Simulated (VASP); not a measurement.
Runs of VASP 6.6.1 on C. The structure is that of space group Fd-3m (No. 227), or close to it. The cells are those of the table. 

```tsv
task	level	potentials or basis	spin	cell	k mesh	cutoff (eV)	smearing	second run	k mesh for the DOS	occupations for the DOS	gap on the mesh (eV)	pressure (GPa)
single point	PBE+D3(BJ)	VASP PAW PBE potentials, release 64 (C)	off	a = 2.572 Å, angles 60.0°, 2 atoms	13 × 13 × 13	520	fermi-dirac 0.05 eV	-	-	-	4.02	-25.5
single point	PBEsol+D4	VASP PAW PBE potentials, release 64 (C_h)	off	a = 2.505 Å, angles 60.0°, 2 atoms	13 × 13 × 13	910	fermi-dirac 0.05 eV	hard_potentials	-	-	4.06	1.1
single point	LDA	VASP PAW LDA potentials, release 64 (C)	off	a = 2.471 Å, angles 60.0°, 2 atoms	13 × 13 × 13	520	fermi-dirac 0.05 eV	-	-	-	4.26	17.8
single point	RPBE	VASP PAW PBE potentials, release 64 (C)	off	a = 2.488 Å, angles 60.0°, 2 atoms	13 × 13 × 13	520	fermi-dirac 0.05 eV	-	-	-	(b)	(a)
single point	r2SCAN	VASP PAW PBE potentials, release 64 (C)	off	a = 2.522 Å, angles 60.0°, 2 atoms	7 × 7 × 7	520	fermi-dirac 0.05 eV	-	-	-	4.47	-1.3
relaxation of cell and atoms	PBEsol+D4	VASP PAW PBE potentials, release 64 (C)	off	relaxed from a = 2.522 Å, angles 60.0°, 2 atoms	13 × 13 × 13	600	tetrahedron	-	-	-	4.05	0.0
single point	LDA	VASP PAW LDA potentials, release 64 (C)	off	a = 2.471 Å, angles 60.0°, 2 atoms	13 × 13 × 13	520	gaussian 0.05 eV	-	-	-	4.26	17.8
single point	PBEsol	VASP PAW PBE potentials, release 64 (C)	off	a = 2.513 Å, angles 60.0°, 2 atoms	13 × 13 × 13	520	fermi-dirac 0.05 eV	-	-	-	4.04	1.1
single point	PBEsol	VASP PAW PBE potentials, release 64 (C_h)	off	a = 2.513 Å, angles 60.0°, 2 atoms	13 × 13 × 13	910	fermi-dirac 0.05 eV	hard_potentials	-	-	4.04	0.0
single point	PBEsol	VASP PAW PBE potentials, release 64 (C)	off	a = 2.471 Å, angles 60.0°, 2 atoms	13 × 13 × 13	520	fermi-dirac 0.05 eV	-	-	-	4.15	26.5
single point	PBE+D3(BJ)	VASP PAW PBE potentials, release 64 (C)	non-collinear, typed start	a = 2.522 Å, angles 60.0°, 2 atoms	10 × 10 × 10	520	fermi-dirac 0.01 eV	-	-	-	4.17	-2.9
```

Estimate the missing entries.

(a) 28.3; (b) 4.22.

Caveats: some runs use coarse meshes; the PAW data sets were made with another functional, which shifts forces and pressure a little (some runs); the cutoff is under 1.25 times the usual one of these potentials, so pressure, stress and relaxed cells hold a basis-set (Pulay) error (some runs).

A k mesh can miss the band edges.
